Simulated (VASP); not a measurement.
Rb, 2 atoms in the cell. The structure is cubic, space group Fd-3m (No. 227). Conventional cell: a = 10.578 Å, b = 10.578 Å, c = 10.578 Å, α = 90.00°, β = 90.00°, γ = 90.00°. This isn't the form of Rb at room conditions, which is bcc.

```yaml
Program: VASP 6.6.1
Task: single point
Functional: BLYP
Potentials_or_basis: VASP PAW PBE potentials, release 64 (Rb_sv)
Cutoff: 520 eV
k_mesh: 6 × 6 × 6
Occupations: fermi-dirac, width 0.1 eV
Spin: no spin polarisation
Dipole_correction: no
Further_INCAR_settings: ALGO = Normal; EDIFF = 1e-06; NBANDS = 16
```

Potentials or basis: VASP PAW PBE potentials, release 64 (Rb_sv).

Command:

```console
$ cat potpaw_PBE.64/Rb_sv/POTCAR > POTCAR
$ mpirun -np 1 vasp_std > vasp.out
```

Hardware: 1 thread of Intel(R) Xeon(R) 6975P-C (Granite Rapids), with other jobs on the host.

Question: How long does it take, and how much memory?

Answer: It took 61 s on 1 thread of Intel(R) Xeon(R) 6975P-C (Granite Rapids), with other jobs on the host, peak memory 0.43 GiB. Counts: scf iterations 12, k points 16.
